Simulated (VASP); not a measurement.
# Al: single point with LDA

Crystal: Al.

```
Al
1.0
     5.06355    0.00000    0.00000
     0.00000    5.06355    0.00000
     0.00000    0.00000    5.06355
Al
8
Direct
  0.00000 0.00000 0.00000
  0.50000 0.50000 0.50000
  0.25000 0.00000 0.50000
  0.75000 0.00000 0.50000
  0.50000 0.25000 0.00000
  0.50000 0.75000 0.00000
  0.00000 0.50000 0.25000
  0.00000 0.50000 0.75000
```

| Property | Result |
| --- | --- |
| Program | VASP 6.6.1 |
| Task | single point |
| Functional | LDA |
| Potentials or basis | VASP PAW LDA potentials, release 64 (Al) |
| Cutoff | 520 eV |
| k mesh | 5 × 5 × 5 |
| Occupations | fermi-dirac, width 0.1 eV |
| Spin | no spin polarisation |
| Dipole correction | no |
| Further INCAR settings | ALGO = Normal; EDIFF = 1e-07; NBANDS = 22 |

```json
{"Pressure": "0.0 GPa", "Band gap on the k mesh": "zero (band 12 reaches 9.99 eV, above the bottom of band 13 at 7.40 eV)"}
```

Levels at points of the mesh, in eV from the Fermi level:
```
           k point  band 9  band 10  band 11  band 12  band 13  band 14  band 15  band 16
(0.00, 0.00, 0.00)   -1.23    -0.83    -0.83    -0.83     0.10     0.10     0.10     0.52
```

Wall time 18 s on 1 thread of Intel(R) Xeon(R) Platinum 8488C (Sapphire Rapids), with other jobs on the host, peak memory 0.18 GiB.
